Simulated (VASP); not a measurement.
# Lu (Pm-3m) in VASP: notebook

Lu is run at these levels: revPBE; tasks: single point.

Everything below comes from runs of VASP 6.6.1. Logs are shortened: lines on timing, memory, paths and dates and some standing lists are left out, and cuts for length are marked.

## 1. The cell of the first run

Symmetry: Pm-3m, No. 221, cubic system. Conventional cell: a = 3.294 Å, b = 3.294 Å, c = 3.294 Å, α = 90.00°, β = 90.00°, γ = 90.00°. Lu (site symmetry m-3m) has 6 Lu at 3.29 Å within 4.3 Å.

This isn't the form of Lu at room conditions, which is hcp.

## 2. Single point, revPBE (35.74 Å³/atom)

INCAR reads:

```
SYSTEM = Lu
  PREC = Accurate
  ENCUT = 520
  EDIFF = 1E-6
  ISMEAR = -1
  SIGMA = 0.1
  LREAL = .FALSE.
  LASPH = .TRUE.
  NELM = 100
  ALGO = Normal
  ISIF = 2
  LWAVE = .FALSE.
  LCHARG = .FALSE.
  GGA = RE
  NBANDS = 18
```

KPOINTS reads:

```
Automatic mesh
0
G
  11 11 11
  0 0 0
```

POSCAR reads:

```
Lu
1.0
    3.2939104061      0.0000000000      0.0000000000
    0.0000000000      3.2939104061      0.0000000000
    0.0000000000      0.0000000000      3.2939104061
Lu
1
Direct
    0.0000000000      0.0000000000      0.0000000000
```

Potentials or basis: VASP PAW PBE potentials, release 64 (Lu).

The run is started by

```console
> cat potpaw_PBE.64/Lu/POTCAR > POTCAR
> mpirun -np 1 vasp_std > vasp.out
```

OUTCAR:

```text
SYSTEM = Lu
   PREC = Accurate
   ENCUT = 520
   EDIFF = 1E-6
   ISMEAR = -1
   LREAL = .FALSE.
   LASPH = .TRUE.
   NELM = 100
   ISIF = 2
   GGA = RE

 ion  position               nearest neighbor table
   1  0.000  0.000  0.000-

  LATTYP: Found a simple cubic cell.
 ALAT       =     3.2939104061

  Lattice vectors:

 A1 = (   3.2939104061,   0.0000000000,   0.0000000000)
 A2 = (   0.0000000000,   3.2939104061,   0.0000000000)
 A3 = (   0.0000000000,   0.0000000000,   3.2939104061)

Analysis of symmetry for initial positions (statically):
=====================================================================
 Subroutine PRICEL returns:
 Original cell was already a primitive cell.

 Routine SETGRP: Setting up the symmetry group for a
 simple cubic supercell.

 Subroutine GETGRP returns: Found 48 space group operations
 (whereof 48 operations were pure point group operations)
 out of a pool of 48 trial point group operations.

The static configuration has the point symmetry O_h .

Analysis of symmetry for dynamics (positions and initial velocities):
=====================================================================
 Subroutine PRICEL returns:
 Original cell was already a primitive cell.

 Routine SETGRP: Setting up the symmetry group for a
 simple cubic supercell.

 Subroutine GETGRP returns: Found 48 space group operations
 (whereof 48 operations were pure point group operations)
 out of a pool of 48 trial point group operations.

The dynamic configuration has the point symmetry O_h .

 Subroutine INISYM returns: Found 48 space group operations
 (whereof 48 operations are pure point group operations),
 and found     1 'primitive' translations

----------------------------------------------------------------------------------------

                                     Primitive cell

  volume of cell :      35.7384

  direct lattice vectors                    reciprocal lattice vectors
     3.293910406  0.000000000  0.000000000     0.303590528  0.000000000  0.000000000
     0.000000000  3.293910406  0.000000000     0.000000000  0.303590528  0.000000000
     0.000000000  0.000000000  3.293910406     0.000000000  0.000000000  0.303590528

  length of vectors
     3.293910406  3.293910406  3.293910406     0.303590528  0.303590528  0.303590528

  position of ions in fractional coordinates (direct lattice)
     0.000000000  0.000000000  0.000000000

  ion indices of the primitive-cell ions
   primitive index   ion index
                 1           1

----------------------------------------------------------------------------------------

 KPOINTS: Automatic mesh

Automatic generation of k-mesh.
 Grid dimensions read from file:
 generate k-points for:   11   11   11

 Generating k-lattice:

  Cartesian coordinates                     Fractional coordinates (reciprocal lattice)
     0.027599139  0.000000000  0.000000000     0.090909091  0.000000000  0.000000000
     0.000000000  0.027599139  0.000000000     0.000000000  0.090909091  0.000000000
     0.000000000  0.000000000  0.027599139     0.000000000  0.000000000  0.090909091

  Length of vectors
     0.027599139  0.027599139  0.027599139

  Shift w.r.t. Gamma in fractional coordinates (k-lattice)
     0.000000000  0.000000000  0.000000000

 Subroutine IBZKPT returns following result:
 ===========================================

 Found     56 irreducible k-points:

 Following reciprocal coordinates:
            Coordinates               Weight
  0.000000  0.000000  0.000000      1.000000
  0.090909  0.000000  0.000000      6.000000
  0.181818  0.000000  0.000000      6.000000
  0.272727  0.000000  0.000000      6.000000
  0.363636  0.000000  0.000000      6.000000
  0.454545  0.000000  0.000000      6.000000
[... 16 lines left out ...]
  0.181818  0.090909  0.090909     24.000000
  0.272727  0.090909  0.090909     24.000000
 [... further k-points ...]
   k-points           NKPTS =     56   k-points in BZ     NKDIM =     56   number of bands    NBANDS=     18
   number of dos      NEDOS =    301   number of ions     NIONS =      1
   total plane-waves  NPLWV =  13824
   dimension x,y,z NGX =    24 NGY =   24 NGZ =   24
   dimension x,y,z NGXF=    48 NGYF=   48 NGZF=   48
   ions per type =               1
   NGX,Y,Z   is equivalent  to a cutoff of  12.11, 12.11, 12.11 a.u.
   NGXF,Y,Z  is equivalent  to a cutoff of  24.23, 24.23, 24.23 a.u.
 SYSTEM =  Lu
   PREC   = accura    normal or accurate (medium, high low for compatibility)
   ISTART =      0    job   : 0-new  1-cont  2-samecut
   ICHARG =      2    charge: 1-file 2-atom 10-const
   ISPIN  =      1    spin polarized calculation?
   LNONCOLLINEAR =      F non collinear calculations
   LSORBIT =      F    spin-orbit coupling
   LASPH  =      T    aspherical Exc in radial PAW
   ENCUT  =  520.0 eV  38.22 Ry    6.18 a.u.   6.12  6.12  6.12*2*pi/ulx,y,z
   NELM   =    100;   NELMIN=  2; NELMDL= -5     # of ELM steps
   EDIFF  = 0.1E-05   stopping-criterion for ELM
   LREAL  =      F    real-space projection
   EDIFFG = 0.1E-04   stopping-criterion for IOM
   NSW    =      0    number of steps for IOM
   IBRION =     -1    ionic relax: 0-MD 1-quasi-New 2-CG
   NFREE  =      0    steps in history (QN), initial steepest desc. (CG)
   ISIF   =      2    stress and relaxation
   ISYM   =      2    0-nonsym 1-usesym 2-fastsym
   POTIM  = 0.5000    time-step for ionic-motion
   TEBEG  =    0.0;   TEEND  =   0.0 temperature during run
   PSTRESS=    0.0 pullay stress
   NELECT =      25.0000    total number of electrons
   NUPDOWN=      -1.0000    fix difference up-down
   EMIN   =  10.00;   EMAX   =-10.00  energy-range for DOS
   EFERMI =   0.00;   METHOD = LEGACY
   ISMEAR =    -1;   SIGMA  =   0.10  broadening in eV -4-tet -1-fermi 0-gaus
   EFERMI_NEDOS =   21; number of points for ismear=-14 and -15
   IALGO  =     38    algorithm
   IMIX   =      4    mixing-type and parameters
     AMIX     =   0.40;   BMIX     =  1.00
     AMIX_MAG =   1.60;   BMIX_MAG =  1.00
  volume/ion in A,a.u.               =      35.74       241.17
  Fermi-wavevector in a.u.,A,eV,Ry     =   1.453259  2.746261 28.734988  2.111962
  Thomas-Fermi vector in A             =   2.570546
   LORBIT       =      0    0 simple, 1 ext, 2 COOP (PROOUT), +10 PAW based schemes
   GGA     = RE    functional components
   LHFCALC =     F    Hartree Fock is set to
   AEXX    =    0.0000 exact exchange contribution
   IVDW    =     0    specifies the selected vdW correction
   LEPSILON=     F    determine dielectric tensor
   LRPA    =     F    only Hartree local field effects (RPA)
 non-spin polarized calculation
  energy-cutoff  :      520.00
  volume of cell :       35.74
 maximum number of plane-waves:       979
   NGX = 13   NGY = 13   NGZ = 13

 number of electron      24.9999990 magnetization

 Free energy of the ion-electron system (eV)
  ---------------------------------------------------
  ext. energy  EPLUGINS =         0.00000000
  ---------------------------------------------------
  free energy    TOTEN  =        -3.42280638 eV

  energy without entropy =       -3.35744971  energy(sigma->0) =       -3.39012805

 E-fermi :   1.5229     XC(G=0):  -9.5839

 val. band max:        1.5057588879   @ k =   0.1818   0.0909   0.0000
 cond. band min:       1.5253865152   @ k =   0.3636   0.0909   0.0000
 fundamental gap:      0.0196276273
 Fermi energy:         1.5228859606

 k-point     1 :       0.0000    0.0000    0.0000
  band No.  band energies     occupation
      1     -55.4127      2.00000
      2     -25.8578      2.00000
      3     -25.8578      2.00000
      4     -25.8578      2.00000
      5      -4.0596      2.00000
      6      -4.0596      2.00000
[... 10 lines left out ...]
     17       7.0666      0.00000
     18      11.3595      0.00000

 k-point     2 :       0.0909    0.0000    0.0000
  band No.  band energies     occupation
      1     -55.4113      2.00000
      2     -25.8908      2.00000
      3     -25.8551      2.00000
      4     -25.8551      2.00000
      5      -4.0618      2.00000
      6      -4.0577      2.00000
[... 10 lines left out ...]
     17       7.0865      0.00000
     18      10.5095      0.00000

 k-point     3 :       0.1818    0.0000    0.0000
  band No.  band energies     occupation
      1     -55.4074      2.00000
      2     -25.9781      2.00000
      3     -25.8478      2.00000
      4     -25.8478      2.00000
      5      -4.0675      2.00000
      6      -4.0602      2.00000
[... 10 lines left out ...]
     17       7.1406      0.00000
     18       9.2136      0.00000

 k-point     4 :       0.2727    0.0000    0.0000
  band No.  band energies     occupation
      1     -55.4024      2.00000
      2     -26.0903      2.00000
      3     -25.8382      2.00000
      4     -25.8382      2.00000
      5      -4.0788      2.00000
      6      -4.0749      2.00000
[... 10 lines left out ...]
     17       7.2130      0.00000
     18       8.3828      0.00000

 k-point     5 :       0.3636    0.0000    0.0000
  band No.  band energies     occupation
      1     -55.3977      2.00000
      2     -26.1914      2.00000
      3     -25.8294      2.00000
      4     -25.8294      2.00000
      5      -4.0945      2.00000
      6      -4.0815      2.00000
[... 10 lines left out ...]
     17       7.2809      0.00000
     18       8.3433      0.00000

 k-point     6 :       0.4545    0.0000    0.0000
  band No.  band energies     occupation
      1     -55.3950      2.00000
      2     -26.2505      2.00000
      3     -25.8241      2.00000
      4     -25.8241      2.00000
      5      -4.1033      2.00000
      6      -4.0853      2.00000
[... 307 lines left out ...]
 k-point    21 :       0.4545    0.4545    0.0000
  band No.  band energies     occupation
      1     -55.3775      2.00000
      2     -26.2029      2.00000
      3     -26.2022      2.00000
      4     -25.7918      2.00000
      5      -4.0937      2.00000
      6      -4.0935      2.00000
[... 10 lines left out ...]
     17       5.1631      0.00000
     18       8.6571      0.00000

 k-point    22 :       0.0909    0.0909    0.0909
  band No.  band energies     occupation
      1     -55.4084      2.00000
      2     -25.8880      2.00000
      3     -25.8837      2.00000
      4     -25.8837      2.00000
      5      -4.0587      2.00000
      6      -4.0587      2.00000
[... 10 lines left out ...]
     17       6.5351      0.00000
     18      10.9238      0.00000

 k-point    23 :       0.1818    0.0909    0.0909
  band No.  band energies     occupation
      1     -55.4046      2.00000
      2     -25.9721      2.00000
      3     -25.8789      2.00000
      4     -25.8762      2.00000
      5      -4.0638      2.00000
      6      -4.0573      2.00000
[... 10 lines left out ...]
     17       6.5676      0.00000
     18       9.9842      0.00000

 k-point    24 :       0.2727    0.0909    0.0909
  band No.  band energies     occupation
      1     -55.3995      2.00000
      2     -26.0836      2.00000
      3     -25.8689      2.00000
      4     -25.8663      2.00000
      5      -4.0759      2.00000
      6      -4.0708      2.00000
[... 10 lines left out ...]
     17       6.6599      0.00000
     18       9.0385      0.00000

 [... further k-points ...]
[... 5 lines left out ...]
  --------------------------------------------------------------------------------------
  -------------------------------------------------------------------------------------
  Total       -0.2320338     -0.2320338     -0.2320338     -0.0000000      0.0000000      0.0000000
  in kB      -10.4022329    -10.4022329    -10.4022329     -0.0000000      0.0000000      0.0000000
  external PRESSURE =     -10.4022329 kB  Pullay stress =       0.0000000 kB

 VOLUME and BASIS-vectors are now :
 -----------------------------------------------------------------------------
  energy-cutoff  :      520.00
  volume of cell :       35.74
      direct lattice vectors                 reciprocal lattice vectors
     3.293910406  0.000000000  0.000000000     0.303590528  0.000000000  0.000000000
     0.000000000  3.293910406  0.000000000     0.000000000  0.303590528  0.000000000
     0.000000000  0.000000000  3.293910406     0.000000000  0.000000000  0.303590528

 POSITION                                       TOTAL-FORCE (eV/Angst)
 -----------------------------------------------------------------------------------
      0.00000      0.00000      0.00000         0.000000      0.000000      0.000000
 -----------------------------------------------------------------------------------
    total drift:                                0.000000     -0.000000      0.000000

  FREE ENERGIE OF THE ION-ELECTRON SYSTEM (eV)
  ---------------------------------------------------
  free  energy   TOTEN  =        -3.4228063845 eV

  energy  without entropy=       -3.3574497138  energy(sigma->0) =       -3.39012805
```

Run time: 9 s. Hardware: 1 thread of Intel Xeon 6975P-C (Granite Rapids), shared host; peak memory 0.16 GiB.

What came out:

* Free energy: -3.4228 eV
* Pressure: -1.0 GPa
* Band gap on the k mesh: zero (an odd number of electrons rules out a gap without spin polarisation)

Caveat: the PAW data sets were made with another functional, which shifts forces and pressure a little; spin-orbit coupling is left out, which moves the levels of the heavy elements.

## 3. Single point, revPBE (37.11 Å³/atom)

This run uses another cell than the first one, of 37.11 Å³/atom.

INCAR reads:

```
ALGO = Normal
EDIFF = 1E-7
ENCUT = 520
GGA = RE
ISIF = 2
ISMEAR = -1
LASPH = T
LCHARG = F
LREAL = F
LWAVE = F
NBANDS = 18
NELM = 100
PREC = Accurate
SIGMA = 0.1
```

KPOINTS reads:

```
k-points
0
Gamma
  11 11 11
```

POSCAR reads:

```
Lu
1.0
    3.3356099013      0.0000000000      0.0000000000
    0.0000000000      3.3356099013      0.0000000000
    0.0000000000      0.0000000000      3.3356099013
Lu
1
Direct
    0.0000000000      0.0000000000      0.0000000000
```

Potentials or basis: VASP PAW PBE potentials, release 64 (Lu).

The run is started by

```console
> cat potpaw_PBE.64/Lu/POTCAR > POTCAR
> mpirun -np 1 vasp_std > vasp.out
```

Run time: 17 s. Hardware: 1 thread of Intel Xeon 6975P-C (Granite Rapids), shared host; peak memory 0.19 GiB.

It converged, with:

```
Free energy            : -3.4103 eV
Pressure               : -1.9 GPa
Band gap on the k mesh : zero (an odd number of electrons rules out a gap without spin polarisation)
```

Levels at points of the mesh, in eV from the Fermi level:
```csv
k point,band 8,band 9,band 10,band 11,band 12,band 13,band 14,band 15,band 16,band 17
"(0.00, 0.00, 0.00)",-5.63,-5.63,-5.63,-5.61,-5.36,-0.25,-0.25,5.34,5.34,5.34
```

Caveat: the PAW data sets were made with another functional, which shifts forces and pressure a little; spin-orbit coupling is left out, which moves the levels of the heavy elements.
